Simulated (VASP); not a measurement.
# Zn (P6_3/mmc) in VASP: notebook

The runs below take Zn through single point, with PBE.

All numbers are computed with VASP 6.6.1; they aren't measurements. Logs are shortened: lines on timing, memory, paths and dates and some standing lists are left out, and cuts for length are marked.

### Step 1. The cell of the first run

Symmetry: P6_3/mmc, No. 194, hexagonal system. The conventional cell has a = 2.725 Å, b = 2.725 Å, c = 5.091 Å, α = 90.00°, β = 90.00°, γ = 120.00°. Within 3.6 Å of Zn (site symmetry -6m2) lie 12 Zn at 2.72 to 2.99 Å.

### Step 2. Single point, PBE (16.37 Å³/atom)

Contents of INCAR:

```
SYSTEM = Zn
ALGO = Normal
EDIFF = 1E-6
ENCUT = 520
GGA = PE
ISIF = 2
ISMEAR = -1
LASPH = .TRUE.
LCHARG = .FALSE.
LREAL = .FALSE.
LWAVE = .FALSE.
NBANDS = 19
NELM = 60
PREC = Accurate
SIGMA = 0.1
```

Contents of KPOINTS:

```
k-points
0
G
  22 22 11
  0 0 0
```

Contents of POSCAR:

```
Zn
1.0
    2.7246453856      0.0000000000      0.0000000000
   -1.3623226928      2.3596121202      0.0000000000
    0.0000000000      0.0000000000      5.0914134450
Zn
2
Direct
    0.3333333333      0.6666666667      0.2500000000
    0.6666666667      0.3333333333      0.7500000000
```

Potentials or basis: VASP PAW PBE potentials, release 64 (Zn).

The run is started by

```console
$ cat potpaw_PBE.64/Zn/POTCAR > POTCAR
$ mpirun -np 1 vasp_std > vasp.out
```

OUTCAR:

```text
SYSTEM = Zn
   EDIFF = 1E-6
   ENCUT = 520
   GGA = PE
   ISIF = 2
   ISMEAR = -1
   LASPH = .TRUE.
   LREAL = .FALSE.
   NELM = 60
   PREC = Accurate

 ion  position               nearest neighbor table
   1  0.333  0.667  0.250-   2 2.99   2 2.99   2 2.99   2 2.99   2 2.99   2 2.99
   2  0.667  0.333  0.750-   1 2.99   1 2.99   1 2.99   1 2.99   1 2.99   1 2.99

  LATTYP: Found a hexagonal cell.
 ALAT       =     2.7246453856
 C/A-ratio  =     1.8686517783

  Lattice vectors:

 A1 = (   2.7246453856,   0.0000000000,   0.0000000000)
 A2 = (  -1.3623226928,   2.3596121202,   0.0000000000)
 A3 = (   0.0000000000,   0.0000000000,   5.0914134450)

Analysis of symmetry for initial positions (statically):
=====================================================================
 Subroutine PRICEL returns:
 Original cell was already a primitive cell.

 Routine SETGRP: Setting up the symmetry group for a
 hexagonal supercell.

 Subroutine GETGRP returns: Found 24 space group operations
 (whereof 12 operations were pure point group operations)
 out of a pool of 24 trial point group operations.

The static configuration has the point symmetry D_3d.
 The point group associated with its full space group is D_6h.

Analysis of symmetry for dynamics (positions and initial velocities):
=====================================================================
 Subroutine PRICEL returns:
 Original cell was already a primitive cell.

 Routine SETGRP: Setting up the symmetry group for a
 hexagonal supercell.

 Subroutine GETGRP returns: Found 24 space group operations
 (whereof 12 operations were pure point group operations)
 out of a pool of 24 trial point group operations.

The dynamic configuration has the point symmetry D_3d.
 The point group associated with its full space group is D_6h.

 Subroutine INISYM returns: Found 24 space group operations
 (whereof 12 operations are pure point group operations),
 and found     1 'primitive' translations

----------------------------------------------------------------------------------------

                                     Primitive cell

  volume of cell :      32.7332

  direct lattice vectors                    reciprocal lattice vectors
     2.724645386  0.000000000  0.000000000     0.367020239  0.211899234  0.000000000
    -1.362322693  2.359612120  0.000000000     0.000000000  0.423798467  0.000000000
     0.000000000  0.000000000  5.091413445     0.000000000  0.000000000  0.196409113

[... 74 lines left out ...]
   PREC   = accura    normal or accurate (medium, high low for compatibility)
   ISTART =      0    job   : 0-new  1-cont  2-samecut
   ICHARG =      2    charge: 1-file 2-atom 10-const
   ISPIN  =      1    spin polarized calculation?
   LNONCOLLINEAR =      F non collinear calculations
   LSORBIT =      F    spin-orbit coupling
   LASPH  =      T    aspherical Exc in radial PAW
   ENCUT  =  520.0 eV  38.22 Ry    6.18 a.u.   5.07  5.07  9.47*2*pi/ulx,y,z
   NELM   =     60;   NELMIN=  2; NELMDL= -5     # of ELM steps
   EDIFF  = 0.1E-05   stopping-criterion for ELM
   LREAL  =      F    real-space projection
   EDIFFG = 0.1E-04   stopping-criterion for IOM
   NSW    =      0    number of steps for IOM
   IBRION =     -1    ionic relax: 0-MD 1-quasi-New 2-CG
   NFREE  =      0    steps in history (QN), initial steepest desc. (CG)
   ISIF   =      2    stress and relaxation
   ISYM   =      2    0-nonsym 1-usesym 2-fastsym
   POTIM  = 0.5000    time-step for ionic-motion
   TEBEG  =    0.0;   TEEND  =   0.0 temperature during run
   PSTRESS=    0.0 pullay stress
   NELECT =      24.0000    total number of electrons
   NUPDOWN=      -1.0000    fix difference up-down
   EMIN   =  10.00;   EMAX   =-10.00  energy-range for DOS
   EFERMI =   0.00;   METHOD = LEGACY
   ISMEAR =    -1;   SIGMA  =   0.10  broadening in eV -4-tet -1-fermi 0-gaus
   EFERMI_NEDOS =   21; number of points for ismear=-14 and -15
   IALGO  =     38    algorithm
   IMIX   =      4    mixing-type and parameters
     AMIX     =   0.40;   BMIX     =  1.00
     AMIX_MAG =   1.60;   BMIX_MAG =  1.00
  volume/ion in A,a.u.               =      16.37       110.45
  Fermi-wavevector in a.u.,A,eV,Ry     =   1.476213  2.789637 29.649867  2.179204
  Thomas-Fermi vector in A             =   2.590767
   LORBIT       =      0    0 simple, 1 ext, 2 COOP (PROOUT), +10 PAW based schemes
   GGA     = PE    functional components
   LHFCALC =     F    Hartree Fock is set to
   AEXX    =    0.0000 exact exchange contribution
   IVDW    =     0    specifies the selected vdW correction
   LEPSILON=     F    determine dielectric tensor
   LRPA    =     F    only Hartree local field effects (RPA)
 non-spin polarized calculation
  energy-cutoff  :      520.00
  volume of cell :       32.73
 maximum number of plane-waves:       897
   NGX = 11   NGY = 11   NGZ = 19

 number of electron      23.9999978 magnetization

 Free energy of the ion-electron system (eV)
  ---------------------------------------------------
  ext. energy  EPLUGINS =         0.00000000
  ---------------------------------------------------
  free energy    TOTEN  =        -2.18969595 eV

  energy without entropy =       -2.17313783  energy(sigma->0) =       -2.18141689

 E-fermi :   2.5933     XC(G=0): -11.1727

 val. band max:        2.5893397438   @ k =   0.3182   0.2273   0.2727
 cond. band min:       2.5947794831   @ k =   0.3636   0.0455   0.0000
 fundamental gap:      0.0054397392
 Fermi energy:         2.5933377588

 k-point     1 :       0.0000    0.0000    0.0000
  band No.  band energies     occupation
      1      -7.2285      2.00000
      2      -5.6963      2.00000
      3      -5.1074      2.00000
      4      -4.8992      2.00000
      5      -4.8992      2.00000
      6      -4.8577      2.00000
[... 505 lines left out ...]
      6      -4.8297      2.00000
[... 11 lines left out ...]
     18      18.2450      0.00000
     19      18.9085      0.00000

 [... further k-points ...]
[... 5 lines left out ...]
  --------------------------------------------------------------------------------------
  -------------------------------------------------------------------------------------
  Total       -1.0108632     -1.0108632     -0.6112171      0.0000000     -0.0000000      0.0000000
  in kB      -49.4782133    -49.4782133    -29.9169366      0.0000000     -0.0000000      0.0000000
  external PRESSURE =     -42.9577877 kB  Pullay stress =       0.0000000 kB

 VOLUME and BASIS-vectors are now :
 -----------------------------------------------------------------------------
  energy-cutoff  :      520.00
  volume of cell :       32.73
      direct lattice vectors                 reciprocal lattice vectors
     2.724645386  0.000000000  0.000000000     0.367020239  0.211899234  0.000000000
    -1.362322693  2.359612120  0.000000000     0.000000000  0.423798467  0.000000000
     0.000000000  0.000000000  5.091413445     0.000000000  0.000000000  0.196409113

 POSITION                                       TOTAL-FORCE (eV/Angst)
 -----------------------------------------------------------------------------------
     -0.00000      1.57307      1.27285         0.000000      0.000000     -0.000000
      1.36232      0.78654      3.81856        -0.000000      0.000000      0.000000
 -----------------------------------------------------------------------------------
    total drift:                               -0.000000      0.000000      0.000000

  FREE ENERGIE OF THE ION-ELECTRON SYSTEM (eV)
  ---------------------------------------------------
  free  energy   TOTEN  =        -2.1896959515 eV

  energy  without entropy=       -2.1731378251  energy(sigma->0) =       -2.18141689
```

OSZICAR:

```text
N       E                     dE             d eps       ncg     rms          rms(c)
DAV:   1     0.113113362361E+03    0.11311E+03   -0.12400E+04 12192   0.195E+03
DAV:   2     0.277533255287E+01   -0.11034E+03   -0.10677E+03 11936   0.293E+02
DAV:   3    -0.233161298561E+01   -0.51069E+01   -0.50876E+01 13236   0.694E+01
DAV:   4    -0.236292005400E+01   -0.31307E-01   -0.31300E-01 13025   0.569E+00
DAV:   5    -0.236296385185E+01   -0.43798E-04   -0.43797E-04 12957   0.192E-01    0.337E+00
DAV:   6    -0.219946625662E+01    0.16350E+00   -0.67956E-01 13169   0.167E+01    0.265E+00
DAV:   7    -0.219302865796E+01    0.64376E-02   -0.22522E-02 14459   0.243E+00    0.139E+00
DAV:   8    -0.218966758268E+01    0.33611E-02   -0.18770E-03 15530   0.618E-01    0.468E-02
DAV:   9    -0.218969153140E+01   -0.23949E-04   -0.21869E-04 15345   0.176E-01    0.353E-02
DAV:  10    -0.218969616116E+01   -0.46298E-05   -0.17506E-05 12665   0.440E-02    0.275E-03
DAV:  11    -0.218969595150E+01    0.20965E-06   -0.10291E-07  7322   0.532E-03
   1 F= -.21896960E+01 E0= -.21814169E+01  d E =-.165581E-01
```

stdout:

```text
POSCAR found type information on POSCAR Zn
 POSCAR found :  1 types and       2 ions
 scaLAPACK will be used
 LDA part: xc-table for (Slater+PW92), standard interpolation
 POSCAR, INCAR and KPOINTS ok, starting setup
 FFT: planning ... GRIDC
 FFT: planning ... GRID_SOFT
 FFT: planning ... GRID
 WAVECAR not read
 entering main loop
```

Wall time 2.6 min (1 thread of Intel Xeon 8259CL, shared host); peak memory 0.27 GiB.

What came out:

```yaml
Free_energy: -2.1897 eV
Pressure: -4.3 GPa
Band_gap_on_the_k_mesh: zero (bands 12 and 13 overlap by 4.85 eV)
```

Levels at points of the mesh, in eV from the Fermi level:
```tsv
k point	band 10	band 11	band 12	band 13	band 14	band 15
(0.00, 0.00, 0.00)	-6.98	-6.98	-3.29	-3.15	12.77	16.35
(0.50, 0.00, 0.00)	-6.80	-2.58	-2.08	2.42	3.49	3.63
```

Caveat: the cell stands under tension.

### Step 3. Single point, PBE (16.97 Å³/atom)

This run uses another cell than the first one, of 16.97 Å³/atom.

Contents of INCAR:

```
  PREC = Accurate
  ENCUT = 520
  EDIFF = 1E-6
  ISMEAR = -1
  SIGMA = 0.1
  LREAL = F
  LASPH = T
  NELM = 80
  ALGO = Normal
  ISIF = 2
  LWAVE = F
  LCHARG = F
  GGA = PE
  NBANDS = 19
```

Contents of KPOINTS:

```
regular mesh
0
Gamma
  22 22 11
```

Contents of POSCAR:

```
Zn
1.0
    2.7578760434      0.0000000000      0.0000000000
   -1.3789380217      2.3883907141      0.0000000000
    0.0000000000      0.0000000000      5.1535099728
Zn
2
Direct
    0.3333333333      0.6666666667      0.2500000000
    0.6666666667      0.3333333333      0.7500000000
```

Potentials or basis: VASP PAW PBE potentials, release 64 (Zn).

The run is started by

```console
$ cat potpaw_PBE.64/Zn/POTCAR > POTCAR
$ mpirun -np 1 vasp_std > vasp.out
```

Wall time 2.8 min (1 thread of Intel Xeon 8259CL, shared host); peak memory 0.28 GiB.

It converged, with:

| Property | Result |
| --- | --- |
| Free energy | -2.1510 eV |
| Pressure | -5.9 GPa |
| Band gap on the k mesh | zero (bands 12 and 13 overlap by 4.81 eV) |

Stress tensor (GPa, compression positive):
```
-6.69  0.00  0.00
 0.00 -6.69  0.00
 0.00  0.00 -4.20
```

Levels at points of the mesh, in eV from the Fermi level:
```csv
k point,band 8,band 9,band 10,band 11,band 12,band 13,band 14,band 15,band 16,band 17
"(0.00, 0.00, 0.00)",-7.10,-7.10,-6.94,-6.94,-3.16,-3.12,12.46,16.00,16.16,16.16
"(0.50, 0.00, 0.00)",-6.95,-6.78,-6.77,-2.47,-2.06,2.34,3.42,3.45,5.46,9.56
```

Caveat: the cell stands under tension.

### Step 4. Single point, PBE, non-collinear spin, zero start, spin-orbit coupling

This run uses another cell than the first one, of 15.15 Å³/atom.

Contents of INCAR:

```
SYSTEM = Zn
ALGO = Normal
EDIFF = 1E-6
ENCUT = 520
GGA = PE
GGA_COMPAT = .False.
ISIF = 2
ISMEAR = -1
LASPH = .True.
LCHARG = .False.
LORBIT = 11
LORBMOM = .True.
LREAL = .False.
LSORBIT = .True.
LWAVE = .False.
MAGMOM = 0 0 0 0 0 0
NBANDS = 36
NELM = 150
PREC = Accurate
SIGMA = 0.1
```

Contents of KPOINTS:

```
k-points
0
Gamma
  14 14 7
  0 0 0
```

Contents of POSCAR:

```
Zn
1.0
    2.6556371459      0.0000000000      0.0000000000
   -1.3278185730      2.2998492316      0.0000000000
    0.0000000000      0.0000000000      4.9624610753
Zn
2
Direct
    0.3333333333      0.6666666667      0.2500000000
    0.6666666667      0.3333333333      0.7500000000
```

The run is started by

```console
$ cat potpaw_PBE.64/Zn/POTCAR > POTCAR
$ mpirun -np 1 vasp_ncl > vasp.out
```

Run time: 4.2 min. Hardware: 1 thread of Intel Xeon 8259CL, shared host; peak memory 0.3 GiB.

It converged, with:

```
Free energy                                           : -2.2227 eV
Pressure                                              : 0.5 GPa
Net moment                                            : 0.00 μB per cell
Valence electrons inside the program's atomic spheres : Zn 10.77
```

Stress tensor (GPa, compression positive):
```
 0.83  0.00  0.00
 0.00  0.83  0.00
 0.00  0.00 -0.11
```

Moments on the atoms (μB; x, y, z):
```
Zn  0.00 0.00 0.00
Zn  0.00 0.00 0.00
```

### Step 5. Summary

```tsv
spin	cell	k mesh	gap on the mesh (eV)	pressure (GPa)
off	a = 2.725, b = 2.725, c = 5.091 Å, angles 90.0, 90.0, 120.0°, 2 atoms	22 × 22 × 11	none	-4.3
off	a = 2.758, b = 2.758, c = 5.154 Å, angles 90.0, 90.0, 120.0°, 2 atoms	22 × 22 × 11	none	-5.9
non-collinear, zero start, SOC	a = 2.656, b = 2.656, c = 4.962 Å, angles 90.0, 90.0, 120.0°, 2 atoms	14 × 14 × 7	-	0.5
```

Alike in all rows: task single point; level PBE; potentials or basis VASP PAW PBE potentials, release 64 (Zn); cutoff (eV) 520; smearing fermi-dirac 0.1 eV.

Caveats: the cell stands under tension (at least some runs).

Absolute energies hang on the potentials; compare differences alone.
